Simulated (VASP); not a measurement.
Set up this calculation in VASP 6.6.1, as the native input.

```yaml
Task: single point
Functional: PBE
Potentials_or_basis: VASP PAW PBE potentials, release 64 (Ca_sv, Zr_sv, N)
Cutoff: 520 eV
k_mesh: 4 × 4 × 6
Occupations: gaussian, width 0.1 eV
Spin: no spin polarisation
Dipole_correction: no
Further_INCAR_settings: ALGO = Normal; EDIFF = 1e-06; NBANDS = 34
```

The structure of CaZr2N3 lies in POSCAR:

```
CaZr2N3
1.0
    2.2640344900     -5.0263746900      0.0000000000
    2.2640344900      5.0263746900      0.0000000000
    0.0000000000      0.0000000000      3.5388033300
Ca Zr N
1 2 3
Direct
    0.0000000000      0.0000000000      0.0000000000
    0.6562623200      0.3437376800      0.5000000000
    0.3437376800      0.6562623200      0.5000000000
    0.1478336900      0.8521663100      0.5000000000
    0.8521663100      0.1478336900      0.5000000000
    0.5000000000      0.5000000000      0.0000000000
```

The input as run:

INCAR

```
SYSTEM = CaZr2N3
PREC = Accurate
ENCUT = 520
EDIFF = 1E-6
ISMEAR = 0
SIGMA = 0.1
LREAL = .FALSE.
LASPH = .TRUE.
NELM = 80
ALGO = Normal
ISIF = 2
LWAVE = .FALSE.
LCHARG = .FALSE.
GGA = PE
NBANDS = 34
```

KPOINTS

```
Automatic mesh
0
G
  4 4 6
  0 0 0
```

Potentials or basis: VASP PAW PBE potentials, release 64 (Ca_sv, Zr_sv, N).

Run with:

```console
$ cat potpaw_PBE.64/Ca_sv/POTCAR potpaw_PBE.64/Zr_sv/POTCAR potpaw_PBE.64/N/POTCAR > POTCAR
$ mpirun -np 1 vasp_std > vasp.out
```

It gave:

- Pressure: 14.4 GPa
- Largest force: 3.401 eV/Å

Caveat: the k points lie up to 0.38 Å⁻¹ apart; forces of over 1 eV/Å act on the atoms, so gaps and moduli don't describe the material at rest.

Run time: 49 s on 1 thread of Intel(R) Xeon(R) 6975P-C (Granite Rapids), on a shared host, peak memory 0.25 GiB.
